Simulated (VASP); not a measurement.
# C (Imma) in VASP: notebook, part 2 of 2

VASP 6.6.1. The steps go on from the part before.

### Step 5. Single point, r2SCAN (strain +0.0375 x Voigt [0, 0, 0, 1, 0, 0])

Input file POSCAR:

```
C
1.0
    0.0000000000      1.8168387500      1.8168387500
    1.7834000000      0.0334387500      1.7834000000
    1.7834000000      1.7834000000      0.0334387500
C
2
Direct
    0.5000000000      0.5000000000      0.5000000000
    0.7500000000      0.7500000000      0.7500000000
```

Input file INCAR.step1:

```
SYSTEM = C
ALGO     = Normal         ! electronic algorithm
EDIFF    = 1E-4           ! SCF threshold, eV
ENCUT    = 520            ! plane-wave cutoff, eV
GGA      = PE             ! functional
ISMEAR   = 0              ! smearing method
LASPH    = .TRUE.         ! aspherical terms in the spheres
LCHARG   = .FALSE.        ! write CHGCAR
LREAL    = .FALSE.        ! projectors in reciprocal space
LWAVE    = .TRUE.         ! write WAVECAR
NBANDS   = 11             ! bands
NELM     = 60             ! most SCF steps
PREC     = Accurate       ! precision mode
SIGMA    = 0.05           ! smearing width, eV
```

Input file INCAR.step2:

```
SYSTEM = C
ALGO     = Normal         ! electronic algorithm
EDIFF    = 1E-7           ! SCF threshold, eV
ENCUT    = 520            ! plane-wave cutoff, eV
ISIF     = 2              ! what is computed and relaxed
ISMEAR   = 0              ! smearing method
ISTART   = 1            
LASPH    = .TRUE.         ! aspherical terms in the spheres
LCHARG   = .TRUE.         ! write CHGCAR
LELF     = .TRUE.         ! ELF
LMIXTAU  = .TRUE.       
LREAL    = .FALSE.        ! projectors in reciprocal space
LVHAR    = .TRUE.       
LWAVE    = .FALSE.        ! write WAVECAR
METAGGA  = R2SCAN         ! meta-GGA
NBANDS   = 11             ! bands
NELM     = 60             ! most SCF steps
PREC     = Accurate       ! precision mode
SIGMA    = 0.05           ! smearing width, eV
```

Input file KPOINTS:

```
k-points
0
G
  12 12 12
  0 0 0
```

Potentials or basis: VASP PAW PBE potentials, release 64 (C).

On the command line:

```bash
$ cat potpaw_PBE.64/C/POTCAR > POTCAR
$ cp INCAR.step1 INCAR
$ mpirun -np 1 vasp_std > vasp.out
$ cp INCAR.step2 INCAR
$ mpirun -np 1 vasp_std > vasp.out
```

OUTCAR:

```text
SYSTEM = C
   EDIFF = 1E-7
   ENCUT = 520
   ISIF = 2
   ISMEAR = 0
   ISTART = 1
   LASPH = .TRUE.
   LREAL = .FALSE.
   METAGGA = R2SCAN
   NELM = 60
   PREC = Accurate

 ion  position               nearest neighbor table
   1  0.500  0.500  0.500-   2 1.53   2 1.53   2 1.56   2 1.56
   2  0.750  0.750  0.750-   1 1.53   1 1.53   1 1.56   1 1.56

  LATTYP: Found a body centered orthorhombic cell.
 ALAT       =     2.4748189334
 B/A-ratio  =     1.0382165605
 C/A-ratio  =     1.4412367515

  Lattice vectors:

 A1 = (  -1.7834000000,   1.7834000000,   0.0334387500)
 A2 = (  -1.7834000000,  -1.7834000000,  -0.0334387500)
 A3 = (   1.7834000000,   0.0334387500,   1.7834000000)

Analysis of symmetry for initial positions (statically):
=====================================================================
 Subroutine PRICEL returns:
 Original cell was already a primitive cell.

 Routine SETGRP: Setting up the symmetry group for a
 body centered orthorhombic supercell.

 Subroutine GETGRP returns: Found  8 space group operations
 (whereof  4 operations were pure point group operations)
[... 175 lines left out ...]
      1     -12.9873      2.00000
      2       9.6897      2.00000
      3       9.7235      2.00000
      4       9.7253      2.00000
      5      14.9758      0.00000
      6      15.4679      0.00000
      7      16.1457      0.00000
      8      23.6505      0.00000
      9      30.1407      0.00000
     10      37.1102      0.00000
     11      37.1510      0.00000
[... 309 lines left out ...]
 k-point    24 :       0.3333    0.1667    0.0000
  band No.  band energies     occupation
      1     -10.1526      2.00000
      2       1.9705      2.00000
      3       5.7266      2.00000
      4       6.0384      2.00000
      5      16.1270      0.00000
      6      21.0533      0.00000
      7      21.4886      0.00000
      8      22.3438      0.00000
      9      31.4902      0.00000
     10      32.6517      0.00000
     11      37.9359      0.00000

 [... further k-points ...]

------------------------ aborting loop because EDIFF is reached ----------------------------------------

  FORCE on cell =-STRESS in cart. coord.  units (eV):
  Direction    XX          YY          ZZ          XY          YZ          ZX
  --------------------------------------------------------------------------------------
  -------------------------------------------------------------------------------------
  Total       -0.0840291     -0.0199955     -0.0199955      0.0000000     -1.5538707      0.0000000
  in kB      -11.8718048     -2.8250036     -2.8250036      0.0000000   -219.5340424      0.0000000
  external PRESSURE =      -5.8406040 kB  Pullay stress =       0.0000000 kB

 VOLUME and BASIS-vectors are now :
 -----------------------------------------------------------------------------
  energy-cutoff  :      520.00
  volume of cell :       11.34
      direct lattice vectors                 reciprocal lattice vectors
     0.000000000  1.816838750  1.816838750    -0.280363351  0.275203289  0.275203289
     1.783400000  0.033438750  1.783400000     0.280363351 -0.285720612  0.285720612
     1.783400000  1.783400000  0.033438750     0.280363351  0.285720612 -0.285720612

 POSITION                                       TOTAL-FORCE (eV/Angst)
 -----------------------------------------------------------------------------------
      1.78340      1.81684      1.81684         0.086184      0.000000      0.000000
      2.67510      2.72526      2.72526        -0.086184     -0.000000     -0.000000
 -----------------------------------------------------------------------------------
    total drift:                                0.000000     -0.000000      0.000000

  FREE ENERGIE OF THE ION-ELECTRON SYSTEM (eV)
  ---------------------------------------------------
  free  energy   TOTEN  =       -19.6281822167 eV

  energy  without entropy=      -19.6281822167  energy(sigma->0) =      -19.62818222
```

OSZICAR.step1:

```text
N       E                     dE             d eps       ncg     rms          rms(c)
DAV:   1     0.970391898840E+00    0.97039E+00   -0.47684E+03  6591   0.697E+02
DAV:   2    -0.184493010916E+02   -0.19420E+02   -0.18822E+02  7964   0.128E+02
DAV:   3    -0.188002466507E+02   -0.35095E+00   -0.35025E+00  7213   0.131E+01
DAV:   4    -0.188007918821E+02   -0.54523E-03   -0.54522E-03  6641   0.654E-01
DAV:   5    -0.188007925237E+02   -0.64153E-06   -0.64152E-06  7017   0.208E-02    0.557E+00
DAV:   6    -0.183173626038E+02    0.48343E+00   -0.25377E-01  6286   0.356E+00    0.333E+00
DAV:   7    -0.181549223750E+02    0.16244E+00   -0.31101E-01  6667   0.398E+00    0.763E-01
DAV:   8    -0.181567424950E+02   -0.18201E-02   -0.87944E-03  6478   0.704E-01    0.431E-02
DAV:   9    -0.181567810559E+02   -0.38561E-04   -0.59354E-05  6648   0.631E-02
   1 F= -.18156781E+02 E0= -.18156781E+02  d E =-.123354E-17
```

It took 2.6 min on 1 thread of Intel Xeon 8259CL, shared host; peak memory 0.14 GiB.

What came out:

```yaml
Free_energy: -19.6282 eV
Pressure: -0.6 GPa
Largest_force: 0.086 eV/Å
Band_gap_on_the_k_mesh: 4.16 eV (least direct gap 5.25 eV)
```

Forces in eV/Å, atoms in the order of the input:
```
C    0.086  0.000  0.000
C   -0.086  0.000  0.000
```

Levels at points of the mesh, in eV from the valence-band top:
| k point | band 1 | band 2 | band 3 | band 4 | band 5 | band 6 | band 7 | band 8 |
| --- | --- | --- | --- | --- | --- | --- | --- | --- |
| (0.00, 0.00, 0.00) | -22.71 | -0.04 | 0.00 | 0.00 | 5.25 | 5.74 | 6.42 | 13.93 |
| (0.50, 0.00, 0.00) | -17.04 | -14.03 | -2.85 | -2.77 | 8.49 | 9.30 | 9.75 | 16.73 |
| (0.00, 0.50, 0.00) | -16.48 | -14.08 | -3.22 | -3.10 | 8.43 | 8.46 | 9.31 | 16.64 |
| (0.50, 0.50, 0.00) | -13.60 | -13.60 | -6.66 | -6.66 | 4.99 | 4.99 | 17.79 | 17.79 |
| (0.00, 0.50, 0.50) | -13.84 | -13.38 | -7.05 | -6.27 | 4.25 | 5.78 | 17.83 | 17.93 |

Caveat: the cell differs from its parent crystal (strain +0.0375 x Voigt [0, 0, 0, 1, 0, 0]); the PAW data sets were made with another functional, which shifts forces and pressure a little.

### Step 6. Single point, r2SCAN (strain +0.0125 x Voigt [0, 0, 0, 1, 0, 0])

Input file POSCAR:

```
C
1.0
    0.0000000000      1.7945462500      1.7945462500
    1.7834000000      0.0111462500      1.7834000000
    1.7834000000      1.7834000000      0.0111462500
C
2
Direct
    0.5000000000      0.5000000000      0.5000000000
    0.7500000000      0.7500000000      0.7500000000
```

Input file INCAR.step1:

```
PREC     = Accurate       # precision mode
ENCUT    = 520            # plane-wave cutoff, eV
ISMEAR   = 0              # smearing method
SIGMA    = 0.05           # smearing width, eV
LREAL    = F              # projectors in reciprocal space
LASPH    = T              # aspherical terms in the spheres
NELM     = 60             # most SCF steps
NBANDS   = 11             # bands
GGA      = PE             # functional
ALGO     = Normal         # electronic algorithm
EDIFF    = 1E-4           # SCF threshold, eV
LWAVE    = T              # write WAVECAR
LCHARG   = F              # write CHGCAR
```

Input file INCAR.step2:

```
PREC     = Accurate       # precision mode
ENCUT    = 520            # plane-wave cutoff, eV
EDIFF    = 1E-6           # SCF threshold, eV
ISMEAR   = 0              # smearing method
SIGMA    = 0.05           # smearing width, eV
LREAL    = F              # projectors in reciprocal space
LASPH    = T              # aspherical terms in the spheres
NELM     = 60             # most SCF steps
ALGO     = Normal         # electronic algorithm
ISIF     = 2              # what is computed and relaxed
LWAVE    = F              # write WAVECAR
LCHARG   = F              # write CHGCAR
METAGGA  = R2SCAN         # meta-GGA
LMIXTAU  = T            
NBANDS   = 11             # bands
ISTART   = 1
```

Input file KPOINTS:

```
regular mesh
0
Gamma
  12 12 12
```

Potentials or basis: VASP PAW PBE potentials, release 64 (C).

On the command line:

```bash
$ cat potpaw_PBE.64/C/POTCAR > POTCAR
$ cp INCAR.step1 INCAR
$ mpirun -np 1 vasp_std > vasp.out
$ cp INCAR.step2 INCAR
$ mpirun -np 1 vasp_std > vasp.out
```

Run time: 2.1 min. Hardware: 1 thread of Intel Xeon 8259CL, shared host; peak memory 0.14 GiB.

Results (log left out):

```yaml
Free_energy: -19.6541 eV
Pressure: -1.3 GPa
Largest_force: 0.028 eV/Å
Band_gap_on_the_k_mesh: 4.33 eV (least direct gap 5.64 eV)
```

Forces on the atoms (eV/Å):
```
C    0.028  0.000  0.000
C   -0.028  0.000  0.000
```

Stress tensor (GPa, compression positive):
```
-1.34  0.00  0.00
 0.00 -1.24 -7.31
 0.00 -7.31 -1.24
```

Levels at points of the mesh, in eV from the valence-band top:
```tsv
k point	band 1	band 2	band 3	band 4	band 5	band 6	band 7	band 8	band 9
(0.00, 0.00, 0.00)	-22.70	0.00	0.00	0.00	5.64	5.82	6.03	13.83	20.40
(0.50, 0.00, 0.00)	-16.84	-14.04	-2.93	-2.90	8.77	9.02	9.32	16.71	23.19
(0.00, 0.50, 0.00)	-16.66	-14.05	-3.05	-3.02	8.74	8.82	9.10	16.68	23.20
(0.50, 0.50, 0.00)	-13.59	-13.59	-6.66	-6.66	5.00	5.00	17.86	17.86	24.63
(0.00, 0.50, 0.50)	-13.66	-13.51	-6.79	-6.53	4.74	5.26	17.86	17.89	24.49
```

Caveat: the cell differs from its parent crystal (strain +0.0125 x Voigt [0, 0, 0, 1, 0, 0]); the PAW data sets were made with another functional, which shifts forces and pressure a little. A k mesh can miss the band edges.

### Step 7. The runs side by side

```csv
cell,gap on the mesh (eV),pressure (GPa),largest force (eV/Å)
"a = 2.601, b = 2.523, c = 2.523 Å, angles 57.9, 59.0, 59.0°, 2 atoms",3.76,0.8,0.15
"a = 2.459, b = 2.523, c = 2.523 Å, angles 61.7, 60.8, 60.8°, 2 atoms",4.00,0.0,0.12
"a = 2.554, b = 2.522, c = 2.522 Å, angles 59.2, 59.6, 59.6°, 2 atoms",4.30,-1.0,0.06
"a = 2.569, b = 2.522, c = 2.522 Å, angles 58.8, 59.4, 59.4°, 2 atoms",4.16,-0.6,0.09
"a = 2.538, b = 2.522, c = 2.522 Å, angles 59.6, 59.8, 59.8°, 2 atoms",4.33,-1.3,0.03
```

Alike in all rows: task single point; level r2SCAN; potentials or basis VASP PAW PBE potentials, release 64 (C); no spin polarisation; k mesh 12 × 12 × 12; cutoff (eV) 520; smearing gaussian 0.05 eV.

Caveats: the PAW data sets were made with another functional, which shifts forces and pressure a little.

Total energies depend on the potentials used, so only differences within one code and one set of settings carry meaning.
